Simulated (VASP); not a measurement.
# BaS (Fm-3m) in VASP: elastic constants with PBE

Aim: the elastic constants of BaS with PBE.

Everything below comes from runs of VASP 6.6.1. Logs are shortened: lines on timing, memory, paths and dates and some standing lists are left out, and cuts for length are marked.

## 1. The cell of the first run

The structure is cubic, space group Fm-3m (No. 225). The conventional cell has a = 6.429 Å, b = 6.429 Å, c = 6.429 Å, α = 90.00°, β = 90.00°, γ = 90.00°. Ba (site symmetry m-3m) has 6 S at 3.21 Å within 4.2 Å. S (site symmetry m-3m) has 6 Ba at 3.21 Å within 4.2 Å.

## 2. Elastic constants, PBE

Contents of INCAR:

```
SYSTEM = BaS
PREC = Accurate
ENCUT = 600
EDIFF = 1E-8
ISMEAR = 0
SIGMA = 0.01
LREAL = .FALSE.
LASPH = .TRUE.
NELM = 100
ALGO = Normal
ISIF = 3
LWAVE = .FALSE.
LCHARG = .TRUE.
GGA = PE
IBRION = 6
NFREE = 2
POTIM = 0.015
NSW = 1
```

Contents of KPOINTS:

```
Automatic mesh
0
G
  8 8 8
  0 0 0
```

Contents of POSCAR:

```
BaS
1.0
    0.0000000000      3.2143926808      3.2143926808
    3.2143926808      0.0000000000      3.2143926808
    3.2143926808      3.2143926808      0.0000000000
Ba S
1 1
Direct
    0.0000000000      0.0000000000      0.0000000000
    0.5000000000      0.5000000000      0.5000000000
```

Potentials or basis: VASP PAW PBE potentials, release 64 (Ba_sv, S).

Launch:

```sh
> cat potpaw_PBE.64/Ba_sv/POTCAR potpaw_PBE.64/S/POTCAR > POTCAR
> mpirun -np 1 vasp_std > vasp.out
```

OUTCAR:

```text
SYSTEM = BaS
   PREC = Accurate
   ENCUT = 600
   EDIFF = 1E-8
   ISMEAR = 0
   LREAL = .FALSE.
   LASPH = .TRUE.
   NELM = 100
   ISIF = 3
   GGA = PE
   IBRION = 6
   NFREE = 2
   POTIM = 0.015
   NSW = 1

 ion  position               nearest neighbor table
   1  0.000  0.000  0.000-   2 3.21   2 3.21   2 3.21   2 3.21   2 3.21   2 3.21
   2  0.500  0.500  0.500-   1 3.21   1 3.21   1 3.21   1 3.21   1 3.21   1 3.21

  LATTYP: Found a face centered cubic cell.
 ALAT       =     6.4287853616

  Lattice vectors:

 A1 = (   0.0000000000,   3.2143926808,   3.2143926808)
 A2 = (   3.2143926808,   0.0000000000,   3.2143926808)
 A3 = (   3.2143926808,   3.2143926808,   0.0000000000)

Analysis of symmetry for initial positions (statically):
=====================================================================
 Subroutine PRICEL returns:
 Original cell was already a primitive cell.

 Routine SETGRP: Setting up the symmetry group for a
 face centered cubic supercell.

 Subroutine GETGRP returns: Found 48 space group operations
 (whereof 48 operations were pure point group operations)
 out of a pool of 48 trial point group operations.

The static configuration has the point symmetry O_h .

Analysis of symmetry for dynamics (positions and initial velocities):
=====================================================================
 Subroutine PRICEL returns:
 Original cell was already a primitive cell.

 Routine SETGRP: Setting up the symmetry group for a
 face centered cubic supercell.

 Subroutine GETGRP returns: Found 48 space group operations
 (whereof 48 operations were pure point group operations)
 out of a pool of 48 trial point group operations.

The dynamic configuration has the point symmetry O_h .

 Subroutine INISYM returns: Found 48 space group operations
 (whereof 48 operations are pure point group operations),
 and found     1 'primitive' translations

----------------------------------------------------------------------------------------

                                     Primitive cell

  volume of cell :      66.4243

  direct lattice vectors                    reciprocal lattice vectors
     0.000000000  3.214392681  3.214392681    -0.155550379  0.155550379  0.155550379
     3.214392681  0.000000000  3.214392681     0.155550379 -0.155550379  0.155550379
     3.214392681  3.214392681  0.000000000     0.155550379  0.155550379 -0.155550379

  length of vectors
     4.545837724  4.545837724  4.545837724     0.269421160  0.269421160  0.269421160

  position of ions in fractional coordinates (direct lattice)
     0.000000000  0.000000000  0.000000000
     0.500000000  0.500000000  0.500000000

  ion indices of the primitive-cell ions
   primitive index   ion index
                 1           1
                 2           2

----------------------------------------------------------------------------------------

 KPOINTS: Automatic mesh

Automatic generation of k-mesh.
 Grid dimensions read from file:
 generate k-points for:    8    8    8

 Generating k-lattice:

  Cartesian coordinates                     Fractional coordinates (reciprocal lattice)
[... 107 lines left out ...]
  free energy    TOTEN  =       -10.19315059 eV

  energy without entropy =      -10.19315059  energy(sigma->0) =      -10.19315059

------------------------ aborting loop because EDIFF is reached ----------------------------------------

  FORCE on cell =-STRESS in cart. coord.  units (eV):
  Direction    XX          YY          ZZ          XY          YZ          ZX
  --------------------------------------------------------------------------------------
  -------------------------------------------------------------------------------------
  Total        0.2308180      0.2308180      0.2308180     -0.0000000      0.0000000     -0.0000000
  in kB        5.5674132      5.5674132      5.5674132     -0.0000000      0.0000000     -0.0000000
  external PRESSURE =       5.5674132 kB  Pullay stress =       0.0000000 kB
[... 89 lines left out ...]
  FREE ENERGIE OF THE ION-ELECTRON SYSTEM (eV)
  ---------------------------------------------------
  free  energy   TOTEN  =       -10.1848701164 eV

  energy  without entropy=      -10.1848701164  energy(sigma->0) =      -10.18487012

[... ionic steps 4 to 14 ...]

--------------------------------------- Ionic step       15  -------------------------------------------

 number of electron      16.0000002 magnetization

------------------------ aborting loop because EDIFF is reached ----------------------------------------
[... 67 lines left out ...]
--------------------------------------- Ionic step       17  -------------------------------------------

 number of electron      16.0000001 magnetization

 Free energy of the ion-electron system (eV)
  ---------------------------------------------------
  ext. energy  EPLUGINS =         0.00000000
  ---------------------------------------------------
  free energy    TOTEN  =       -10.19293356 eV

  energy without entropy =      -10.19293356  energy(sigma->0) =      -10.19293356

 E-fermi :   1.4781     XC(G=0):  -8.5457

 val. band max:        1.3541535157   @ k =   0.0000   0.0000   0.0000
 cond. band min:       3.4934662359   @ k =   0.0000   0.5000   0.5000
 fundamental gap:      2.1393127201
 Fermi energy:         1.4781206500

 k-point     1 :       0.0000    0.0000    0.0000
  band No.  band energies     occupation
      1     -24.7811      2.00000
      2      -9.8403      2.00000
      3      -9.8399      2.00000
      4      -9.8399      2.00000
      5      -8.9759      2.00000
      6       1.3541      2.00000
      7       1.3541      2.00000
      8       1.3542      2.00000
      9       4.8612      0.00000
     10       5.2200      0.00000
     11       5.2204      0.00000
     12       5.2204      0.00000
[... 331 lines left out ...]
 k-point    24 :      -0.3750    0.2500    0.1250
  band No.  band energies     occupation
      1     -24.7344      2.00000
      2     -10.6946      2.00000
      3     -10.0204      2.00000
      4      -9.9373      2.00000
      5      -8.1046      2.00000
      6      -0.0986      2.00000
      7       0.5123      2.00000
      8       0.5822      2.00000
      9       6.0140      0.00000
     10       6.1874      0.00000
     11       7.9290      0.00000
     12       8.1345      0.00000

 [... further k-points ...]
[... 5 lines left out ...]
  --------------------------------------------------------------------------------------
  -------------------------------------------------------------------------------------
  Total        0.2344545      0.2302720      0.2302720      0.0000000     -0.0000000      0.0000000
  in kB        5.6551282      5.5542428      5.5542428      0.0000000     -0.0000000      0.0000000
  external PRESSURE =       5.5878712 kB  Pullay stress =       0.0000000 kB
[... 17 lines left out ...]
  FREE ENERGIE OF THE ION-ELECTRON SYSTEM (eV)
  ---------------------------------------------------
  free  energy   TOTEN  =       -10.1929335623 eV

  energy  without entropy=      -10.1929335623  energy(sigma->0) =      -10.19293356

 INTERNAL STRAIN TENSORS FROM STRAINED CELLS
 ============================================

 INTERNAL STRAIN TENSOR FOR ION    1 for displacements in x,y,z  (eV/Angst):
          X           Y           Z          XY          YZ          ZX
  --------------------------------------------------------------------------------
  x    -0.00000     0.00000     0.00000     0.00000     0.00000     0.00000
  y    -0.00000    -0.00000     0.00000     0.00000    -0.00000     0.00000
  z     0.00000    -0.00000    -0.00000     0.00000    -0.00000    -0.00000

 INTERNAL STRAIN TENSORS FROM DISPLACED ATOMS
 ============================================

 INTERNAL STRAIN TENSOR FOR ION    1 for displacements in x,y,z  (eV/Angst):
          X           Y           Z          XY          YZ          ZX
  --------------------------------------------------------------------------------
  x     0.00000     0.00000     0.00000     0.00000     0.00000     0.00000
  y     0.00000     0.00000     0.00000     0.00000     0.00000     0.00000
  z     0.00000     0.00000     0.00000     0.00000     0.00000     0.00000

 INTERNAL STRAIN TENSOR FOR ION    2 for displacements in x,y,z  (eV/Angst):
          X           Y           Z          XY          YZ          ZX
  --------------------------------------------------------------------------------
  x     0.00000     0.00000     0.00000     0.00000     0.00000     0.00000
  y     0.00000     0.00000     0.00000     0.00000     0.00000     0.00000
  z     0.00000     0.00000     0.00000     0.00000     0.00000     0.00000

 Eigenvectors and eigenvalues of the dynamical matrix
 ----------------------------------------------------

   1 f  =    4.248583 THz    26.694634 2PiTHz  141.717471 cm-1    17.570719 meV
             X         Y         Z           dx          dy          dz
      0.000000  0.000000  0.000000     0.000000    0.435270   -0.000000
      3.214393  3.214393  3.214393    -0.000000   -0.900300   -0.000000
[... 21 lines left out ...]
   6 f/i=    0.000870 THz     0.005468 2PiTHz    0.029031 cm-1     0.003599 meV
             X         Y         Z           dx          dy          dz
      0.000000  0.000000  0.000000     0.846835   -0.302410    0.044256
      3.214393  3.214393  3.214393     0.409421   -0.146207    0.021397

--------------------------------------------------------------------------------------------------------

 ELASTIC MODULI CONTR FROM IONIC RELAXATION (kBar)
 Direction    XX          YY          ZZ          XY          YZ          ZX
 --------------------------------------------------------------------------------
 XX           0.0000      0.0000      0.0000      0.0000      0.0000      0.0000
 YY           0.0000      0.0000      0.0000      0.0000      0.0000      0.0000
 ZZ           0.0000      0.0000      0.0000      0.0000      0.0000      0.0000
 XY           0.0000      0.0000      0.0000      0.0000      0.0000      0.0000
 YZ           0.0000      0.0000      0.0000      0.0000      0.0000      0.0000
 ZX           0.0000      0.0000      0.0000      0.0000      0.0000      0.0000
 --------------------------------------------------------------------------------

 TOTAL ELASTIC MODULI (kBar)
 Direction    XX          YY          ZZ          XY          YZ          ZX
 --------------------------------------------------------------------------------
 XX         966.1424    168.6859    168.6859      0.0000     -0.0000      0.0000
 YY         168.6859    966.1424    168.6859      0.0000      0.0000      0.0000
 ZZ         168.6859    168.6859    966.1424     -0.0000     -0.0000      0.0000
 XY           0.0000      0.0000     -0.0000    187.7126      0.0000      0.0000
 YZ          -0.0000      0.0000     -0.0000      0.0000    187.7126      0.0000
 ZX           0.0000      0.0000      0.0000      0.0000      0.0000    187.7126
 --------------------------------------------------------------------------------
```

Run time: 19 min. Hardware: 1 thread of Intel Xeon Platinum 8488C (Sapphire Rapids), shared host; peak memory 0.4 GiB.

What came out:

| Quantity | Value |
| --- | --- |
| Elastic constants C11, C12, C44 | 97, 17, 19 GPa |
| Voigt bulk modulus | 43 GPa |
| Highest phonon frequency at Γ, LO-TO splitting left out | 142 cm⁻¹ |

Phonon frequencies in cm⁻¹ (negative: imaginary):
| q point | frequencies |
| --- | --- |
| (0.000, 0.000, 0.000) | 0 0 0 142 142 142 |

Elastic tensor in Voigt notation (GPa, in the Cartesian axes of the cell as first typed):
```
97 17 17  0  0  0
17 97 17  0  0  0
17 17 97  0  0  0
 0  0  0 19  0  0
 0  0  0  0 19  0
 0  0  0  0  0 19
```

Clamped-ion elastic tensor (GPa):
```
97 17 17  0  0  0
17 97 17  0  0  0
17 17 97  0  0  0
 0  0  0 19  0  0
 0  0  0  0 19  0
 0  0  0  0  0 19
```

Caveat: spin-orbit coupling is left out, which moves the levels of the heavy elements.
